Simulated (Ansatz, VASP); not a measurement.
**Two plane-wave programs on GaSb3**

```
Ga Sb
1.0
     0.00000    3.68665    3.58933
     3.68665    0.00000    3.58933
     3.68665    3.68665    0.00000
Ga Sb
1 3
Direct
  0.00000 0.00000 0.00000
  0.25000 0.25000 0.25000
  0.75000 0.75000 0.75000
  0.50000 0.50000 0.50000
```

Alike in both runs: task single point; functional LDA; k mesh 10 × 10 × 10; occupations gaussian, width 0.15 eV; no spin polarisation.

|  | VASP | Ansatz |
| --- | --- | --- |
| version | VASP 6.6.1 | Ansatz 0.2.0 |
| potentials or method | VASP PAW LDA potentials, release 64 (Ga_d, Sb), cutoff 520 eV | scalar-relativistic, plane waves, PAW |
| valence electrons in the cell | 28 | 58 |

Ansatz gave:

```
gap on the k mesh at the Fermi level (eV)                     : none
pressure (GPa)                                                : -1.6
traceless stress, the component that is largest in VASP (GPa) : 0.55
```

Task: What did VASP give for the same quantities?

Result: gap on the k mesh at the Fermi level (eV): none; pressure (GPa): -1.5; traceless stress, the component that is largest in VASP (GPa): 0.56.

Ansatz warns that its potentials were made for another functional, while VASP's fit it. LDA's correlation is that of Perdew and Zunger in VASP and of Perdew and Wang (1992) in Ansatz. A gap of «none» marks a metal or a gap that the smearing closes. VASP's potentials hold 28 valence electrons a cell and Ansatz's 58, so a difference there can come from the potentials and not from the codes.

Neither program's run includes spin-orbit coupling.
